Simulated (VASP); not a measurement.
# BeTe (I-4m2) in VASP: notebook

BeTe is run at these levels: LDA; tasks: single point.

Program: VASP 6.6.1. These are calculated values, not measurements. Logs are shortened: lines on timing, memory, paths and dates and some standing lists are left out, and cuts for length are marked.

### Step 1. The cell of the first run

The structure is tetragonal, space group I-4m2 (No. 119). Conventional cell: a = 4.397 Å, b = 4.397 Å, c = 4.397 Å, α = 90.00°, β = 90.00°, γ = 90.00°. Within 3.2 Å of Be (site symmetry -4m2) lie 4 Te at 2.46 Å. Te (site symmetry -4m2) has 4 Be at 2.46 Å within 3.2 Å.

### Step 2. Single point, LDA

File INCAR:

```
PREC = Accurate ; ENCUT = 520
EDIFF = 1E-7 ; ISMEAR = 0
SIGMA = 0.05 ; LREAL = F
LASPH = T ; NELM = 100
ALGO = Normal ; ISIF = 2
LWAVE = F ; LCHARG = F
NBANDS = 11
```

File KPOINTS:

```
regular mesh
0
Gamma
  10 10 10
```

File POSCAR:

```
BeTe
1.0
    0.0000000000      3.1093763988      2.1983291139
    3.1093763988      0.0000000000      2.1983291139
    3.1093763988      3.1093763988      0.0000000000
Be Te
1 1
Direct
    0.0000000000      0.0000000000      0.0000000000
    0.7500000000      0.7500000000      0.7500000000
```

Potentials or basis: VASP PAW LDA potentials, release 64 (Be, Te).

The run is started by

```bash
cat potpaw_LDA.64/Be/POTCAR potpaw_LDA.64/Te/POTCAR > POTCAR
mpirun -np 1 vasp_std > vasp.out
```

OUTCAR:

```text
PREC = Accurate
   ENCUT = 520
   EDIFF = 1E-7
   ISMEAR = 0
   LREAL = F
   LASPH = T
   NELM = 100
   ISIF = 2

 ion  position               nearest neighbor table
   1  0.000  0.000  0.000-   2 2.46   2 2.46   2 2.46   2 2.46
   2  0.750  0.750  0.750-   1 2.46   1 2.46   1 2.46   1 2.46

  LATTYP: Found a body centered tetragonal cell.
 ALAT       =     4.3973222737
 C/A-ratio  =     0.9998489886

  Lattice vectors:

 A1 = (   0.0000000000,  -3.1093763988,  -2.1983291139)
 A2 = (   0.0000000000,   3.1093763988,  -2.1983291139)
 A3 = (   3.1093763988,   0.0000000000,   2.1983291139)

Analysis of symmetry for initial positions (statically):
=====================================================================
 Subroutine PRICEL returns:
 Original cell was already a primitive cell.

 Routine SETGRP: Setting up the symmetry group for a
 body centered tetragonal supercell.

 Subroutine GETGRP returns: Found  8 space group operations
 (whereof  8 operations were pure point group operations)
 out of a pool of 16 trial point group operations.

The static configuration has the point symmetry D_2d.

Analysis of symmetry for dynamics (positions and initial velocities):
=====================================================================
 Subroutine PRICEL returns:
 Original cell was already a primitive cell.

 Routine SETGRP: Setting up the symmetry group for a
 body centered tetragonal supercell.

 Subroutine GETGRP returns: Found  8 space group operations
 (whereof  8 operations were pure point group operations)
 out of a pool of 16 trial point group operations.

The dynamic configuration has the point symmetry D_2d.

 Subroutine INISYM returns: Found  8 space group operations
 (whereof  8 operations are pure point group operations),
 and found     1 'primitive' translations

----------------------------------------------------------------------------------------

                                     Primitive cell

  volume of cell :      42.5079

  direct lattice vectors                    reciprocal lattice vectors
     0.000000000  3.109376399  2.198329114    -0.160803948  0.160803948  0.227445471
     3.109376399  0.000000000  2.198329114     0.160803948 -0.160803948  0.227445471
     3.109376399  3.109376399  0.000000000     0.160803948  0.160803948 -0.227445471

  length of vectors
     3.808001114  3.808001114  4.397322274     0.321632183  0.321632183  0.321632183

[... 81 lines left out ...]
   LREAL  =      F    real-space projection
   EDIFFG = 0.1E-05   stopping-criterion for IOM
   NSW    =      0    number of steps for IOM
   IBRION =     -1    ionic relax: 0-MD 1-quasi-New 2-CG
   NFREE  =      0    steps in history (QN), initial steepest desc. (CG)
   ISIF   =      2    stress and relaxation
   ISYM   =      2    0-nonsym 1-usesym 2-fastsym
   POTIM  = 0.5000    time-step for ionic-motion
   TEBEG  =    0.0;   TEEND  =   0.0 temperature during run
   PSTRESS=    0.0 pullay stress
   NELECT =       8.0000    total number of electrons
   NUPDOWN=      -1.0000    fix difference up-down
   EMIN   =  10.00;   EMAX   =-10.00  energy-range for DOS
   EFERMI =   0.00;   METHOD = LEGACY
   ISMEAR =     0;   SIGMA  =   0.05  broadening in eV -4-tet -1-fermi 0-gaus
   EFERMI_NEDOS =   21; number of points for ismear=-14 and -15
   IALGO  =     38    algorithm
   IMIX   =      4    mixing-type and parameters
     AMIX     =   0.40;   BMIX     =  1.00
     AMIX_MAG =   1.60;   BMIX_MAG =  1.00
  volume/ion in A,a.u.               =      21.25       143.43
  Fermi-wavevector in a.u.,A,eV,Ry     =   0.938170  1.772885 11.975354  0.880164
  Thomas-Fermi vector in A             =   2.065355
   LORBIT       =      0    0 simple, 1 ext, 2 COOP (PROOUT), +10 PAW based schemes
   GGA     = CA    functional components
   LHFCALC =     F    Hartree Fock is set to
   AEXX    =    0.0000 exact exchange contribution
   IVDW    =     0    specifies the selected vdW correction
   LEPSILON=     F    determine dielectric tensor
   LRPA    =     F    only Hartree local field effects (RPA)
 non-spin polarized calculation
 Gauss-broadening in eV      SIGMA  =   0.05
  energy-cutoff  :      520.00
  volume of cell :       42.51
 maximum number of plane-waves:      1157
   NGX = 15   NGY = 15   NGZ = 17

 number of electron       8.0000000 magnetization

 Free energy of the ion-electron system (eV)
  ---------------------------------------------------
  ext. energy  EPLUGINS =         0.00000000
  ---------------------------------------------------
  free energy    TOTEN  =        -8.30678569 eV

  energy without entropy =       -8.30671237  energy(sigma->0) =       -8.30674903

 E-fermi :   6.1103     XC(G=0):  -9.5323

 val. band max:        6.1056138069   @ k =   0.4000   0.4000   0.0000
 cond. band min:       6.2964413845   @ k =   0.5000   0.5000   0.0000
 fundamental gap:      0.1908275776
 Fermi energy:         6.1102788883

 k-point     1 :       0.0000    0.0000    0.0000
  band No.  band energies     occupation
      1      -6.9958      2.00000
      2       5.1003      2.00000
      3       5.1003      2.00000
      4       6.3667      0.00000
      5       9.1326      0.00000
      6       9.3423      0.00000
      7      10.1017      0.00000
      8      10.1017      0.00000
      9      12.8499      0.00000
     10      14.3497      0.00000
     11      14.9700      0.00000
[... 309 lines left out ...]
 k-point    24 :       0.4000    0.3000    0.0000
  band No.  band energies     occupation
      1      -4.9377      2.00000
      2       1.3584      2.00000
      3       2.0970      2.00000
      4       2.6907      2.00000
      5       6.5253      0.00000
      6       9.1788      0.00000
      7      12.6505      0.00000
      8      12.8326      0.00000
      9      16.2145      0.00000
     10      16.6325      0.00000
     11      19.9239      0.00000

 [... further k-points ...]
[... 5 lines left out ...]
  --------------------------------------------------------------------------------------
  -------------------------------------------------------------------------------------
  Total       -1.2212072     -1.2212072      1.6718987      0.0000000      0.0000000      0.0000000
  in kB      -46.0289031    -46.0289031     63.0160593      0.0000000      0.0000000      0.0000000
  external PRESSURE =      -9.6805823 kB  Pullay stress =       0.0000000 kB

 VOLUME and BASIS-vectors are now :
 -----------------------------------------------------------------------------
  energy-cutoff  :      520.00
  volume of cell :       42.51
      direct lattice vectors                 reciprocal lattice vectors
     0.000000000  3.109376399  2.198329114    -0.160803948  0.160803948  0.227445471
     3.109376399  0.000000000  2.198329114     0.160803948 -0.160803948  0.227445471
     3.109376399  3.109376399  0.000000000     0.160803948  0.160803948 -0.227445471

 POSITION                                       TOTAL-FORCE (eV/Angst)
 -----------------------------------------------------------------------------------
      0.00000      0.00000      0.00000         0.000000      0.000000     -0.000000
      4.66406      4.66406      3.29749        -0.000000     -0.000000      0.000000
 -----------------------------------------------------------------------------------
    total drift:                               -0.000000     -0.000000     -0.000000

  FREE ENERGIE OF THE ION-ELECTRON SYSTEM (eV)
  ---------------------------------------------------
  free  energy   TOTEN  =        -8.3067856898 eV

  energy  without entropy=       -8.3067123697  energy(sigma->0) =       -8.30674903
```

stdout:

```text
POSCAR found type information on POSCAR BeTe
 POSCAR found :  2 types and       2 ions
 scaLAPACK will be used
 LDA part: xc-table for (Slater(with rela. corr.)+CA(PZ))
 , standard interpolation
 POSCAR, INCAR and KPOINTS ok, starting setup
 FFT: planning ... GRIDC
 FFT: planning ... GRID_SOFT
 FFT: planning ... GRID
 WAVECAR not read
 entering main loop
```

It took 66 s on 1 thread of AMD EPYC, shared host; peak memory 0.15 GiB.

What came out:

* Free energy: -8.3068 eV
* Pressure: -1.0 GPa
* Band gap on the k mesh: zero (band 4 reaches 6.37 eV, above the bottom of band 5 at 6.11 eV)

Stress tensor (GPa, compression positive):
```
-4.60  0.00  0.00
 0.00 -4.60  0.00
 0.00  0.00  6.30
```

Levels at points of the mesh, in eV from the Fermi level:
```tsv
k point	band 2	band 3	band 4	band 5	band 6	band 7
(0.00, 0.00, 0.00)	-1.01	-1.01	0.26	3.02	3.23	3.99
(0.50, 0.00, 0.00)	-6.22	-2.76	-0.95	1.18	2.95	5.60
(0.50, 0.50, 0.00)	-4.64	-4.64	-4.05	0.19	0.41	9.38
(0.50, 0.00, 0.50)	-6.45	-2.28	-1.85	2.36	3.63	6.50
```

Caveat: spin-orbit coupling is left out, which moves the levels of the heavy elements.

### Step 3. Single point, LDA

This run uses another cell than the first one, of the same volume but with other edges.

File INCAR:

```
SYSTEM = BeTe
  PREC = Accurate
  ENCUT = 520
  EDIFF = 1E-6
  ISMEAR = 0
  SIGMA = 0.05
  LREAL = .FALSE.
  LASPH = .TRUE.
  NELM = 80
  ALGO = Normal
  ISIF = 2
  LWAVE = .FALSE.
  LCHARG = .TRUE.
  LELF = .TRUE.
  LVHAR = .TRUE.
  NBANDS = 11
```

File KPOINTS:

```
regular mesh
0
G
  10 10 10
  0 0 0
```

File POSCAR:

```
BeTe
1.0
    0.0000000000      2.4679136832      3.4896299481
    2.4679136832      0.0000000000      3.4896299481
    2.4679136832      2.4679136832      0.0000000000
Be Te
1 1
Direct
    0.0000000000      0.0000000000      0.0000000000
    0.7500000000      0.7500000000      0.7500000000
```

Potentials or basis: VASP PAW LDA potentials, release 64 (Be, Te).

The run is started by

```bash
cat potpaw_LDA.64/Be/POTCAR potpaw_LDA.64/Te/POTCAR > POTCAR
mpirun -np 1 vasp_std > vasp.out
```

Run time: 76 s. Hardware: 1 thread of AMD EPYC, shared host; peak memory 0.15 GiB.

It converged, with:

* Free energy: -7.7825 eV
* Pressure: 1.4 GPa
* Band gap on the k mesh: zero (band 4 reaches 6.79 eV, above the bottom of band 5 at 6.60 eV)

Stress tensor (GPa, compression positive):
```
 12.61   0.00   0.00
  0.00  12.61   0.00
  0.00   0.00 -20.96
```

Levels at points of the mesh, in eV from the Fermi level:
```
           k point  band 2  band 3  band 4  band 5  band 6  band 7
(0.00, 0.00, 0.00)   -3.25   -0.13   -0.13    1.18    2.78    2.78
(0.50, 0.00, 0.00)   -6.92   -3.90   -0.29   -0.16    4.63    5.10
(0.50, 0.50, 0.00)   -7.51   -1.94   -1.94    2.75    3.42    7.81
(0.50, 0.00, 0.50)   -5.78   -4.73   -4.02   -0.03    0.85    5.55
```

Caveat: spin-orbit coupling is left out, which moves the levels of the heavy elements.
